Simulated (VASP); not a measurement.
Here is a VASP 6.6.1 calculation.

INCAR

```
ALGO = Normal
EDIFF = 1E-6
ENCUT = 520
GGA = PS
ISIF = 2
ISMEAR = 0
IVDW = 12
LASPH = T
LCHARG = F
LREAL = F
LWAVE = F
NBANDS = 35
NELM = 80
PREC = Accurate
SIGMA = 0.05
```

Contents of KPOINTS:

```
k-points
0
Gamma
  12 12 4
```

File POSCAR:

```
WSe2
1.0
    3.3596740132      0.0000000000      0.0000000000
   -1.6798370066      2.9095630438      0.0000000000
    0.0000000000      0.0000000000     12.4145017028
W Se
2 4
Direct
    0.3333333333      0.6666666667      0.2500000000
    0.6666666667      0.3333333333      0.7500000000
    0.3333333333      0.6666666667      0.6145805872
    0.6666666667      0.3333333333      0.1145805872
    0.3333333333      0.6666666667      0.8854194128
    0.6666666667      0.3333333333      0.3854194128
```

Potentials or basis: VASP PAW PBE potentials, release 64 (W_sv, Se).

Command:

```sh
$ cat potpaw_PBE.64/W_sv/POTCAR potpaw_PBE.64/Se/POTCAR > POTCAR
$ mpirun -np 1 vasp_std > vasp.out
```

Problem. Estimate the dispersion energy per atom.

Solution. -0.440 eV.

Problem. Estimate the largest force.

Solution. 0.734 eV/Å.

Problem. Estimate the pressure.

Solution. -9.6 GPa.

Forces on the atoms (eV/Å):
```
W    0.000  0.000  0.000
W    0.000  0.000  0.000
Se   0.000  0.000  0.734
Se   0.000  0.000  0.734
Se   0.000  0.000 -0.734
Se   0.000  0.000 -0.734
```

Caveat: the cell differs from its parent crystal (strain +0.0400 x Voigt [1, 1, 0, 0, 0, 0]); the cell stands under tension; the PAW data sets were made with another functional, which shifts forces and pressure a little.
